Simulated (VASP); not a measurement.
Crystal: CsSnI3.

```xyz
5
Lattice="6.1167 0.0000 0.0000 0.0000 6.1167 0.0000 0.0000 0.0000 6.2753" Properties=species:S:1:pos:R:3 pbc="T T T"
Cs    0.0000    0.0000    0.0000
Sn    3.0583    3.0583    3.1377
I     3.0583    3.0583    0.0000
I     3.0583    0.0000    3.1377
I     0.0000    3.0583    3.1377
```

This cell differs from its parent crystal: epitaxial xy strain -2.0%.

Base run:

```yaml
Program: VASP 6.6.1
Functional: r2SCAN
Potentials_or_basis: VASP PAW PBE potentials, release 64 (Cs_sv, Sn_d, I)
Cutoff: 520 eV
k_mesh: 4 × 4 × 4
Occupations: fermi-dirac, width 0.02 eV
Spin: no spin polarisation
```

Its results: band gap on the k mesh 0.20 eV, direct; pressure 0.7 GPa.

Question: The run is repeated on the same cell with these changes: functional from r2SCAN to PBE. What comes out?

Answer: Band gap on the k mesh 0.10 eV, direct; pressure 1.2 GPa.

r2SCAN gives the wider gap, since meta-GGAs in the generalised Kohn-Sham scheme recover part of the derivative discontinuity.

Caveats: spin-orbit coupling is left out, which moves the levels of the heavy elements; the PAW data sets were made with another functional, which shifts forces and pressure a little (some runs).

A k mesh can miss the band edges.
